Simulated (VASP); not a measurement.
# FeO (Fm-3m) in VASP: notebook

The runs below take FeO through single point, with PBE.

Program: VASP 6.6.1. These are calculated values, not measurements. Logs are shortened: lines on timing, memory, paths and dates and some standing lists are left out, and cuts for length are marked.

**What was measured.**

“W\"ustite: Electric, thermodynamic and optical properties of FeO”, 2012, arxiv:1203.1201 quotes, for a bulk crystal of FeO: band gap 2.4 eV (optical).

How close the calculation comes is told below.

## Step 1: The cell of the first run

The structure is cubic, space group Fm-3m (No. 225). The conventional cell has a = 4.311 Å, b = 4.311 Å, c = 4.311 Å, α = 90.00°, β = 90.00°, γ = 90.00°. Fe (site symmetry m-3m) has 6 O at 2.16 Å within 2.9 Å. Within 2.9 Å of O (site symmetry m-3m) lie 6 Fe at 2.16 Å.

## Step 2: Single point, PBE, collinear spin, ferromagnetic start

File INCAR:

```
ALGO = Normal
EDIFF = 1E-6
ENCUT = 520
GGA = PE
ISIF = 2
ISMEAR = -1
ISPIN = 2
LASPH = True
LCHARG = True
LELF = True
LMAXMIX = 4
LORBIT = 11
LREAL = False
LVHAR = True
LWAVE = False
MAGMOM = 3 0
NBANDS = 18
NELM = 150
PREC = Accurate
SIGMA = 0.05
```

File KPOINTS:

```
k-points
0
Gamma
  11 11 11
```

File POSCAR:

```
FeO
1.0
    0.0000000000      2.1554001600      2.1554001600
    2.1554001600      0.0000000000      2.1554001600
    2.1554001600      2.1554001600      0.0000000000
Fe O
1 1
Direct
    0.0000000000      0.0000000000      0.0000000000
    0.5000000000      0.5000000000      0.5000000000
```

Potentials or basis: VASP PAW PBE potentials, release 64 (Fe, O).

The run is started by

```bash
> cat potpaw_PBE.64/Fe/POTCAR potpaw_PBE.64/O/POTCAR > POTCAR
> mpirun -np 1 vasp_std > vasp.out
```

OUTCAR:

```text
EDIFF = 1E-6
   ENCUT = 520
   GGA = PE
   ISIF = 2
   ISMEAR = -1
   ISPIN = 2
   LASPH = True
   LORBIT = 11
   LREAL = False
   NELM = 150
   PREC = Accurate

 ion  position               nearest neighbor table
   1  0.000  0.000  0.000-   2 2.16   2 2.16   2 2.16   2 2.16   2 2.16   2 2.16
   2  0.500  0.500  0.500-   1 2.16   1 2.16   1 2.16   1 2.16   1 2.16   1 2.16

  LATTYP: Found a face centered cubic cell.
 ALAT       =     4.3108003200

  Lattice vectors:

 A1 = (   0.0000000000,   2.1554001600,   2.1554001600)
 A2 = (   2.1554001600,   0.0000000000,   2.1554001600)
 A3 = (   2.1554001600,   2.1554001600,   0.0000000000)

Analysis of symmetry for initial positions (statically):
=====================================================================
 Subroutine PRICEL returns:
 Original cell was already a primitive cell.

 Routine SETGRP: Setting up the symmetry group for a
 face centered cubic supercell.

 Subroutine GETGRP returns: Found 48 space group operations
 (whereof 48 operations were pure point group operations)
 out of a pool of 48 trial point group operations.

The static configuration has the point symmetry O_h .

Analysis of symmetry for dynamics (positions and initial velocities):
=====================================================================
 Subroutine PRICEL returns:
 Original cell was already a primitive cell.

 Routine SETGRP: Setting up the symmetry group for a
 face centered cubic supercell.

 Subroutine GETGRP returns: Found 48 space group operations
 (whereof 48 operations were pure point group operations)
 out of a pool of 48 trial point group operations.

The dynamic configuration has the point symmetry O_h .

Analysis of structural, dynamic, and magnetic symmetry:
=====================================================================
 Subroutine PRICEL returns:
 Original cell was already a primitive cell.

 Routine SETGRP: Setting up the symmetry group for a
 face centered cubic supercell.

 Subroutine GETGRP returns: Found 48 space group operations
 (whereof 48 operations were pure point group operations)
 out of a pool of 48 trial point group operations.

The overall configuration has the point symmetry O_h .

 Subroutine INISYM returns: Found 48 space group operations
 (whereof 48 operations are pure point group operations),
 and found     1 'primitive' translations

----------------------------------------------------------------------------------------

[... 113 lines left out ...]
  volume/ion in A,a.u.               =      10.01        67.57
  Fermi-wavevector in a.u.,A,eV,Ry     =   1.452935  2.745650 28.722183  2.111021
  Thomas-Fermi vector in A             =   2.570260
   LORBIT       =     11    0 simple, 1 ext, 2 COOP (PROOUT), +10 PAW based schemes
   GGA     = PE    functional components
   LHFCALC =     F    Hartree Fock is set to
   AEXX    =    0.0000 exact exchange contribution
   IVDW    =     0    specifies the selected vdW correction
   LEPSILON=     F    determine dielectric tensor
   LRPA    =     F    only Hartree local field effects (RPA)
 spin polarized calculation
  energy-cutoff  :      520.00
  volume of cell :       20.03
 maximum number of plane-waves:       556
   NGX = 11   NGY = 11   NGZ = 11

 number of electron      13.9999999 magnetization       3.9998028

 Free energy of the ion-electron system (eV)
  ---------------------------------------------------
  ext. energy  EPLUGINS =         0.00000000
  ---------------------------------------------------
  free energy    TOTEN  =       -14.93593275 eV

  energy without entropy =      -14.92403806  energy(sigma->0) =      -14.92998541

 E-fermi :   6.2001     XC(G=0): -12.1637

 val. band max:        6.1960710743   @ k =  -0.2727   0.3636   0.0909
 cond. band min:       6.2015935975   @ k =  -0.3636   0.2727   0.0909
 fundamental gap:      0.0055225232
 Fermi energy:         6.2001074134

 spin component 1

 k-point     1 :       0.0000    0.0000    0.0000
  band No.  band energies     occupation
      1     -14.5202      1.00000
      2       2.3299      1.00000
      3       2.3299      1.00000
      4       2.3299      1.00000
      5       2.4051      1.00000
      6       2.4051      1.00000
[... 493 lines left out ...]
     17      32.7141      0.00000
     18      34.4735      0.00000

 [... further k-points ...]

 spin component 2

 k-point     1 :       0.0000    0.0000    0.0000
  band No.  band energies     occupation
      1     -13.9876      1.00000
      2       2.9631      1.00000
      3       2.9631      1.00000
      4       2.9631      1.00000
      5       5.4680      1.00000
      6       5.4683      1.00000
[... 493 lines left out ...]
     17      33.4973      0.00000
     18      35.2283      0.00000

 [... further k-points ...]

------------------------ aborting loop because EDIFF is reached ----------------------------------------

  FORCE on cell =-STRESS in cart. coord.  units (eV):
  Direction    XX          YY          ZZ          XY          YZ          ZX
  --------------------------------------------------------------------------------------
  -------------------------------------------------------------------------------------
  Total       -0.0187867     -0.0187867     -0.0187867      0.0000000      0.0000000      0.0000000
  in kB       -1.5029630     -1.5029630     -1.5029630      0.0000000      0.0000000      0.0000000
  external PRESSURE =      -1.5029630 kB  Pullay stress =       0.0000000 kB

 VOLUME and BASIS-vectors are now :
 -----------------------------------------------------------------------------
  energy-cutoff  :      520.00
  volume of cell :       20.03
      direct lattice vectors                 reciprocal lattice vectors
     0.000000000  2.155400160  2.155400160    -0.231975486  0.231975486  0.231975486
     2.155400160  0.000000000  2.155400160     0.231975486 -0.231975486  0.231975486
     2.155400160  2.155400160  0.000000000     0.231975486  0.231975486 -0.231975486

 POSITION                                       TOTAL-FORCE (eV/Angst)
 -----------------------------------------------------------------------------------
      0.00000      0.00000      0.00000        -0.000000     -0.000000      0.000000
      2.15540      2.15540      2.15540         0.000000      0.000000      0.000000
 -----------------------------------------------------------------------------------
    total drift:                                0.000000     -0.000000      0.000000

  FREE ENERGIE OF THE ION-ELECTRON SYSTEM (eV)
  ---------------------------------------------------
  free  energy   TOTEN  =       -14.9359327526 eV

  energy  without entropy=      -14.9240380592  energy(sigma->0) =      -14.92998541

 total charge

# of ion       s       p       d       tot
------------------------------------------
    1        0.287   0.358   6.086   6.731
    2        1.556   3.438   0.000   4.994
--------------------------------------------------
tot          1.844   3.796   6.086  11.725

 magnetization (x)

# of ion       s       p       d       tot
------------------------------------------
    1        0.027   0.021   3.570   3.618
    2        0.030   0.272   0.000   0.302
--------------------------------------------------
tot          0.057   0.293   3.570   3.920
```

OSZICAR:

```text
N       E                     dE             d eps       ncg     rms          rms(c)
DAV:   1     0.666697725107E+02    0.66670E+02   -0.67013E+03  4392   0.899E+02
DAV:   2    -0.130389966543E+02   -0.79709E+02   -0.68084E+02  4124   0.203E+02
DAV:   3    -0.173268424836E+02   -0.42878E+01   -0.41991E+01  4658   0.507E+01
DAV:   4    -0.173575575760E+02   -0.30715E-01   -0.30699E-01  4982   0.408E+00
DAV:   5    -0.173577585102E+02   -0.20093E-03   -0.20092E-03  4710   0.344E-01    0.176E+01
DAV:   6    -0.155864872396E+02    0.17713E+01   -0.15007E+01  5322   0.555E+01    0.200E+01
DAV:   7    -0.149709509675E+02    0.61554E+00   -0.29994E+00  5206   0.330E+01    0.942E+00
DAV:   8    -0.149546403789E+02    0.16311E-01   -0.16444E-01  4938   0.412E+00    0.531E+00
DAV:   9    -0.149387727479E+02    0.15868E-01   -0.67740E-02  6390   0.403E+00    0.107E+00
DAV:  10    -0.149356376114E+02    0.31351E-02   -0.18715E-02  5550   0.277E+00    0.162E-01
DAV:  11    -0.149359072777E+02   -0.26967E-03   -0.23759E-03  5092   0.432E-01    0.627E-02
DAV:  12    -0.149359149681E+02   -0.76904E-05   -0.34653E-05  5062   0.544E-02    0.425E-02
DAV:  13    -0.149359303835E+02   -0.15415E-04   -0.22420E-05  5396   0.538E-02    0.147E-02
DAV:  14    -0.149359329781E+02   -0.25946E-05   -0.30658E-06  4464   0.147E-02    0.649E-03
DAV:  15    -0.149359327526E+02    0.22552E-06   -0.24739E-07  2378   0.497E-03
   1 F= -.14935933E+02 E0= -.14929985E+02  d E =-.118947E-01  mag=     4.0001
```

stdout:

```text
POSCAR found type information on POSCAR FeO
 POSCAR found :  2 types and       2 ions
 scaLAPACK will be used
 LDA part: xc-table for (Slater+PW92), standard interpolation
 POSCAR, INCAR and KPOINTS ok, starting setup
 FFT: planning ... GRIDC
 FFT: planning ... GRID_SOFT
 FFT: planning ... GRID
 WAVECAR not read
 entering main loop
```

Run time: 51 s. Hardware: 1 thread of Intel Xeon Platinum 8259CL at 2.50GHz (Skylake/Cascade Lake), shared host; peak memory 0.16 GiB.

Results:

- Free energy: -14.9359 eV
- Pressure: -0.2 GPa
- Band gap on the k mesh: zero (filled and empty bands overlap)
- Net moment: 4.00 μB per cell
- Site moments: Fe +3.62; O +0.30 μB
- Valence electrons inside the program's atomic spheres: Fe 6.73; O 4.99

Caveat: a cell with one magnetic atom can't hold antiferromagnetic order, which such compounds often take; semilocal functionals often make such compounds metallic where correlation or magnetic order opens a gap, which also shifts bond lengths.

## Step 3: Single point, PBE, collinear spin, ferromagnetic start

This run uses another cell than the first one, of 10.21 Å³/atom, 1.020 times its volume.

File INCAR:

```
PREC = Accurate ; ENCUT = 520
EDIFF = 1E-6 ; ISMEAR = -1
SIGMA = 0.05 ; LREAL = False
LASPH = True ; NELM = 150
ALGO = Normal ; ISIF = 2
LWAVE = False ; LCHARG = False
ISPIN = 2 ; MAGMOM = 3 0
LORBIT = 11 ; LMAXMIX = 4
GGA = PE ; NBANDS = 18
```

File KPOINTS:

```
Automatic mesh
0
Gamma
  11 11 11
```

File POSCAR:

```
FeO
1.0
    0.0000000000      2.1696747492      2.1696747492
    2.1696747492      0.0000000000      2.1696747492
    2.1696747492      2.1696747492      0.0000000000
Fe O
1 1
Direct
    0.0000000000      0.0000000000      0.0000000000
    0.5000000000      0.5000000000      0.5000000000
```

Potentials or basis: VASP PAW PBE potentials, release 64 (Fe, O).

The run is started by

```bash
> cat potpaw_PBE.64/Fe/POTCAR potpaw_PBE.64/O/POTCAR > POTCAR
> mpirun -np 1 vasp_std > vasp.out
```

It took 39 s on 1 thread of Intel Xeon Platinum 8259CL at 2.50GHz (Skylake/Cascade Lake), shared host; peak memory 0.16 GiB.

The run converged. Its results:

| Item | Value |
| --- | --- |
| Free energy | -14.9317 eV |
| Pressure | -3.7 GPa |
| Band gap on the k mesh | zero (filled and empty bands overlap) |
| Net moment | 4.00 μB per cell |
| Site moments | Fe +3.62; O +0.30 μB |
| Valence electrons inside the program's atomic spheres | Fe 6.70; O 4.98 |

Levels at points of the mesh, in eV from the Fermi level:
Spin up:
| k point | band 7 | band 8 | band 9 | band 10 | band 11 | band 12 |
| --- | --- | --- | --- | --- | --- | --- |
| (0.00, 0.00, 0.00) | -3.72 | -3.67 | -3.67 | -0.02 | 15.40 | 16.87 |
Spin down:
```
           k point  band 1  band 2  band 3  band 4  band 5  band 6  band 7  band 8  band 9  band 10
(0.00, 0.00, 0.00)  -20.03   -3.18   -3.18   -3.18   -0.71   -0.71   -0.71    0.20    0.20     0.78
```

Caveat: a cell with one magnetic atom can't hold antiferromagnetic order, which such compounds often take; semilocal functionals often make such compounds metallic where correlation or magnetic order opens a gap, which also shifts bond lengths.

(Continued in part 2 of 2.)
